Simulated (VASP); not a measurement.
Write the native input for VASP 6.6.1 that does the following.

| Quantity | Value |
| --- | --- |
| Task | relaxation of the atoms |
| Functional | PBE |
| Potentials or basis | VASP PAW PBE potentials, release 64 (Al, Ru_pv) |
| Cutoff | 450 eV |
| k mesh | 1 × 1 × 1 |
| Occupations | methfessel-paxton, width 0.1 eV |
| Spin | no spin polarisation |
| Dipole correction | no |
| Further INCAR settings | LREAL = Auto; ALGO = Normal; EDIFF = 1e-07; IBRION = 2; EDIFFG = -0.02; NSW = 90 |

The structure of Al15Ru16 (a cell with a defect) lies in POSCAR:

```
Al15Ru16
1.0
    0.0000000000      6.0068828200      6.0068828200
    6.0068828200      0.0000000000      6.0068828200
    6.0068828200      6.0068828200      0.0000000000
Al Ru
15 16
Direct
   -0.0001725500     -0.0005831000     -0.0000760400
    0.2496230700      0.2492051800      0.2500138500
    0.0002053000      0.0018653400      0.4994409700
    0.5000000000      0.5000000000      0.5000000000
    0.0023926800      0.4992267400     -0.0024555100
    0.2531916100      0.7473756500      0.2498786000
    0.0007811700      0.5003922400      0.4990496100
    0.2522203100      0.7488798700      0.7469464200
    0.5004214800      0.0013466200     -0.0020586200
    0.7485999700      0.2524280500      0.2505398200
    0.5011275400     -0.0011465100      0.4986637400
    0.7499395300      0.2504851700      0.7467930200
    0.5007822400      0.5011997500      0.0006879800
    0.7491642500      0.7502339800      0.2512744400
    0.7496011300      0.7492552900      0.7501858100
    0.1255146500      0.1244490400      0.1248374300
    0.3750000000      0.3750000000      0.3750000000
    0.1263899900      0.1254845100      0.6242534600
    0.3750000000      0.3750000000      0.8750000000
    0.1259727700      0.6234848900      0.1242748800
    0.3775277000      0.8688325400      0.3750072900
    0.1250000000      0.6250000000      0.6250000000
    0.3755080900      0.8758421400      0.8734445700
    0.6239227300      0.1264162200      0.1240900900
    0.8691558500      0.3791482700      0.3749144600
    0.6250000000      0.1250000000      0.6250000000
    0.8754224300      0.3750804300      0.8738264900
    0.6250275700      0.6243476200      0.1305023600
    0.8757710200      0.8750922800      0.3758327800
    0.6238761400      0.6214282400      0.6232802300
    0.8751300600      0.8738301700      0.8742752500
```

The input as run:

INCAR

```
SYSTEM = Al15Ru16
ALGO = Normal
EDIFF = 1E-7
EDIFFG = -0.02
ENCUT = 450
GGA = PE
GGA_COMPAT = .False.
IBRION = 2
ISIF = 2
ISMEAR = 1
LASPH = .True.
LCHARG = .False.
LREAL = Auto
LWAVE = .False.
NELM = 120
NELMIN = 4
NSW = 90
PREC = Accurate
SIGMA = 0.1
```

KPOINTS

```
k-points
0
Gamma
  1 1 1
  0 0 0
```

Potentials or basis: VASP PAW PBE potentials, release 64 (Al, Ru_pv).

Launch:

```bash
$ cat potpaw_PBE.64/Al/POTCAR potpaw_PBE.64/Ru_pv/POTCAR > POTCAR
$ mpirun -np 1 vasp_gam > vasp.out
```

Results of the run:

The energy gained by relaxing is 5.6 meV/atom, the ionic steps are 8 and the pressure after relaxing is -6.8 GPa. The largest force after relaxing is 0.008 eV/Å and the band gap on the k mesh is zero (an odd number of electrons rules out a gap without spin polarisation).

Caveat: the k points lie up to 0.91 Å⁻¹ apart, too coarse for converged energies and pressures of a metal.

Run time: 17 min on 1 thread of AMD EPYC 7R43 64-Core Processor (Zen 3) (shared host), peak memory 0.49 GiB.
